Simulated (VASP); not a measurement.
# InSe (P-6m2) in VASP: notebook, part 2 of 2

VASP 6.6.1. Earlier steps stand in the parts before.

## (4) Single point, PBEsol

This run uses another cell than the first one, of 29.34 Å³/atom.

INCAR reads:

```
SYSTEM = InSe
ALGO     = Normal         ! electronic algorithm
EDIFF    = 1E-6           ! SCF threshold, eV
ENCUT    = 520            ! plane-wave cutoff, eV
GGA      = PS             ! functional
ISIF     = 2              ! what is computed and relaxed
ISMEAR   = -1             ! smearing method
LASPH    = .TRUE.         ! aspherical terms in the spheres
LCHARG   = .TRUE.         ! write CHGCAR
LELF     = .TRUE.         ! ELF
LREAL    = .FALSE.        ! projectors in reciprocal space
LVHAR    = .TRUE.       
LWAVE    = .FALSE.        ! write WAVECAR
NBANDS   = 48             ! bands
NELM     = 100            ! most SCF steps
PREC     = Accurate       ! precision mode
SIGMA    = 0.05           ! smearing width, eV
```

KPOINTS reads:

```
k-points
0
G
  8 8 2
  0 0 0
```

POSCAR reads:

```
InSe
1.0
    4.0087228924      0.0000000000      0.0000000000
   -2.0043614462      3.4716558616      0.0000000000
    0.0000000000      0.0000000000     16.8630111079
In Se
4 4
Direct
    0.3333333333      0.6666666667      0.0823239525
    0.3333333333      0.6666666667      0.9176760475
    0.0000000000      0.0000000000      0.4176697129
    0.0000000000      0.0000000000      0.5823302871
    0.3333333333      0.6666666667      0.3419346489
    0.3333333333      0.6666666667      0.6580653511
    0.6666666667      0.3333333333      0.1580707041
    0.6666666667      0.3333333333      0.8419292959
```

Started as:

```console
$ cat potpaw_PBE.64/In_d/POTCAR potpaw_PBE.64/Se/POTCAR > POTCAR
$ mpirun -np 1 vasp_std > vasp.out
```

It took 7.8 min on 1 thread of Intel Xeon 8259CL, shared host; peak memory 0.43 GiB.

It converged, with:

```yaml
Free_energy: -31.1952 eV
Pressure: 0.1 GPa
Largest_force: 0.019 eV/Å
Band_gap_on_the_k_mesh: 0.36 eV
```

Forces on the atoms (eV/Å):
```
In   0.000  0.000 -0.019
In   0.000  0.000  0.019
In   0.000  0.000  0.019
In   0.000  0.000 -0.019
Se   0.000  0.000 -0.019
Se   0.000  0.000  0.019
Se   0.000  0.000  0.019
Se   0.000  0.000 -0.019
```

Levels at points of the mesh, in eV from the valence-band top:
```csv
k point,band 36,band 37,band 38,band 39,band 40,band 41
"(0.00, 0.00, 0.00)",-1.11,-1.11,0.00,0.36,1.63,2.00
"(0.50, 0.00, 0.00)",-2.02,-1.84,-1.59,1.29,1.33,1.71
"(0.00, 0.00, 0.50)",-1.14,-0.93,-0.90,1.13,1.19,2.05
"(0.50, 0.00, 0.50)",-2.09,-1.70,-1.56,1.14,1.25,1.70
```

Caveat: the PAW data sets were made with another functional, which shifts forces and pressure a little; spin-orbit coupling is left out, which moves the levels of the heavy elements; this functional lacks dispersion, which binds the layers, so the pressure and a relaxed spacing across them are unreliable.

## (5) Single point, RPBE

This run uses another cell than the first one, of 39.13 Å³/atom.

INCAR reads:

```
SYSTEM = InSe
PREC     = Accurate       ! precision mode
ENCUT    = 520            ! plane-wave cutoff, eV
EDIFF    = 1E-6           ! SCF threshold, eV
ISMEAR   = -1             ! smearing method
SIGMA    = 0.05           ! smearing width, eV
LREAL    = .False.        ! projectors in reciprocal space
LASPH    = .True.         ! aspherical terms in the spheres
NELM     = 80             ! most SCF steps
ALGO     = Normal         ! electronic algorithm
ISIF     = 2              ! what is computed and relaxed
LWAVE    = .False.        ! write WAVECAR
LCHARG   = .True.         ! write CHGCAR
GGA      = RP             ! functional
LELF     = .True.         ! ELF
LVHAR    = .True.       
NBANDS   = 48             ! bands
```

KPOINTS reads:

```
regular mesh
0
Gamma
  8 8 2
  0 0 0
```

POSCAR reads:

```
InSe
1.0
    4.1506725495      0.0000000000      0.0000000000
   -2.0753362748      3.5945878706      0.0000000000
    0.0000000000      0.0000000000     20.9795837134
In Se
4 4
Direct
    0.3333333333      0.6666666667      0.0682166383
    0.3333333333      0.6666666667      0.9317833617
    0.0000000000      0.0000000000      0.4317833087
    0.0000000000      0.0000000000      0.5682166913
    0.3333333333      0.6666666667      0.3715017397
    0.3333333333      0.6666666667      0.6284982603
    0.6666666667      0.3333333333      0.1284970149
    0.6666666667      0.3333333333      0.8715029851
```

Started as:

```console
$ cat potpaw_PBE.64/In_d/POTCAR potpaw_PBE.64/Se/POTCAR > POTCAR
$ mpirun -np 1 vasp_std > vasp.out
```

Run time: 10 min. Hardware: 1 thread of Intel Xeon 8259CL, shared host; peak memory 0.54 GiB.

Results (log left out):

| Property | Result |
| --- | --- |
| Free energy | -26.1082 eV |
| Pressure | 0.0 GPa |
| Largest force | 0.014 eV/Å |
| Band gap on the k mesh | 1.05 eV (least direct gap 1.08 eV) |

Forces on the atoms (eV/Å):
```
In   0.000  0.000 -0.012
In   0.000  0.000  0.012
In   0.000  0.000  0.011
In   0.000  0.000 -0.011
Se   0.000  0.000 -0.014
Se   0.000  0.000  0.014
Se   0.000  0.000  0.014
Se   0.000  0.000 -0.014
```

Levels at points of the mesh, in eV from the valence-band top:
```tsv
k point	band 34	band 35	band 36	band 37	band 38	band 39	band 40	band 41	band 42	band 43
(0.00, 0.00, 0.00)	-0.73	-0.73	-0.73	-0.27	-0.03	1.05	1.30	2.41	2.44	4.63
(0.50, 0.00, 0.00)	-1.58	-1.56	-1.56	-0.98	-0.96	1.95	2.00	2.17	2.22	4.06
(0.00, 0.00, 0.50)	-0.73	-0.73	-0.73	-0.16	-0.16	1.18	1.18	2.42	2.43	4.63
(0.50, 0.00, 0.50)	-1.60	-1.56	-1.56	-0.97	-0.97	1.96	1.97	2.20	2.21	4.09
```

Caveat: the PAW data sets were made with another functional, which shifts forces and pressure a little; spin-orbit coupling is left out, which moves the levels of the heavy elements; this functional lacks dispersion, which binds the layers, so the pressure and a relaxed spacing across them are unreliable. A k mesh can miss the band edges.

## (6) Single point, LDA

INCAR reads:

```
SYSTEM = InSe
PREC     = Accurate       ! precision mode
ENCUT    = 520            ! plane-wave cutoff, eV
EDIFF    = 1E-6           ! SCF threshold, eV
ISMEAR   = -1             ! smearing method
SIGMA    = 0.05           ! smearing width, eV
LREAL    = .FALSE.        ! projectors in reciprocal space
LASPH    = .TRUE.         ! aspherical terms in the spheres
NELM     = 80             ! most SCF steps
ALGO     = Normal         ! electronic algorithm
ISIF     = 2              ! what is computed and relaxed
LWAVE    = .FALSE.        ! write WAVECAR
LCHARG   = .FALSE.        ! write CHGCAR
GGA      = CA             ! functional
NBANDS   = 48             ! bands
```

KPOINTS reads:

```
regular mesh
0
G
  6 6 2
  0 0 0
```

POSCAR reads:

```
InSe
1.0
    4.0473293151      0.0000000000      0.0000000000
   -2.0236646576      3.5050900044      0.0000000000
    0.0000000000      0.0000000000     18.0520649100
In Se
4 4
Direct
    0.3333333333      0.6666666667      0.0773904900
    0.3333333333      0.6666666667      0.9226095100
    0.0000000000      0.0000000000      0.4226063200
    0.0000000000      0.0000000000      0.5773936800
    0.3333333333      0.6666666667      0.3529842800
    0.3333333333      0.6666666667      0.6470157200
    0.6666666667      0.3333333333      0.1469999300
    0.6666666667      0.3333333333      0.8530000700
```

Potentials or basis: VASP PAW LDA potentials, release 64 (In_d, Se).

Started as:

```console
$ cat potpaw_LDA.64/In_d/POTCAR potpaw_LDA.64/Se/POTCAR > POTCAR
$ mpirun -np 1 vasp_std > vasp.out
```

It took 1.8 min on 1 thread of Intel Xeon 6975P-C (Granite Rapids), shared host; peak memory 0.35 GiB.

It converged, with:

```
Free energy            : -33.1140 eV
Pressure               : -2.2 GPa
Largest force          : 0.127 eV/Å
Band gap on the k mesh : 0.51 eV
```

Forces on the atoms (eV/Å):
```
In   0.000  0.000 -0.026
In   0.000  0.000  0.026
In   0.000  0.000  0.026
In   0.000  0.000 -0.026
Se   0.000  0.000  0.127
Se   0.000  0.000 -0.127
Se   0.000  0.000 -0.127
Se   0.000  0.000  0.127
```

Stress tensor (GPa, compression positive):
```
-2.23  0.00  0.00
 0.00 -2.23  0.00
 0.00  0.00 -2.04
```

Levels at points of the mesh, in eV from the valence-band top:
```
           k point  band 36  band 37  band 38  band 39  band 40  band 41
(0.00, 0.00, 0.00)    -0.94    -0.94     0.00     0.51     1.36     2.06
(0.50, 0.00, 0.00)    -1.87    -1.48    -1.35     1.57     1.61     1.80
(0.00, 0.00, 0.50)    -0.96    -0.61    -0.60     1.04     1.05     2.08
(0.50, 0.00, 0.50)    -1.91    -1.41    -1.37     1.48     1.57     1.82
```

Caveat: spin-orbit coupling is left out, which moves the levels of the heavy elements.

## (7) The runs side by side

| level | potentials or basis | cell | k mesh | gap on the mesh (eV) | pressure (GPa) | largest force (eV/Å) |
| --- | --- | --- | --- | --- | --- | --- |
| r2SCAN | VASP PAW PBE potentials, release 64 (In_d, Se) | a = 4.047, b = 4.047, c = 18.052 Å, angles 90.0, 90.0, 120.0°, 8 atoms, atomic positions A | 6 × 6 × 2 | 1.13 | -0.1 | 0.04 |
| PBE | VASP PAW PBE potentials, release 64 (In_d, Se) | a = 4.047, b = 4.047, c = 18.233 Å, angles 90.0, 90.0, 120.0°, 8 atoms, atomic positions A | 6 × 6 × 2 | 0.76 | 1.0 | 0.17 |
| PBEsol | VASP PAW PBE potentials, release 64 (In_d, Se) | a = 4.009, b = 4.009, c = 16.863 Å, angles 90.0, 90.0, 120.0°, 8 atoms, atomic positions B | 8 × 8 × 2 | 0.36 | 0.1 | 0.02 |
| RPBE | VASP PAW PBE potentials, release 64 (In_d, Se) | a = 4.151, b = 4.151, c = 20.980 Å, angles 90.0, 90.0, 120.0°, 8 atoms, atomic positions C | 8 × 8 × 2 | 1.05 | 0.0 | 0.01 |
| LDA | VASP PAW LDA potentials, release 64 (In_d, Se) | a = 4.047, b = 4.047, c = 18.052 Å, angles 90.0, 90.0, 120.0°, 8 atoms, atomic positions A | 6 × 6 × 2 | 0.51 | -2.2 | 0.13 |

Alike in all rows: task single point; no spin polarisation; cutoff (eV) 520; smearing fermi-dirac 0.05 eV.

Caveats: spin-orbit coupling is left out, which moves the levels of the heavy elements; the PAW data sets were made with another functional, which shifts forces and pressure a little (at least some runs); this functional lacks dispersion, which binds the layers, so the pressure and a relaxed spacing across them are unreliable (at least some runs).

Total energies depend on the potentials used, so only differences within one code and one set of settings carry meaning.
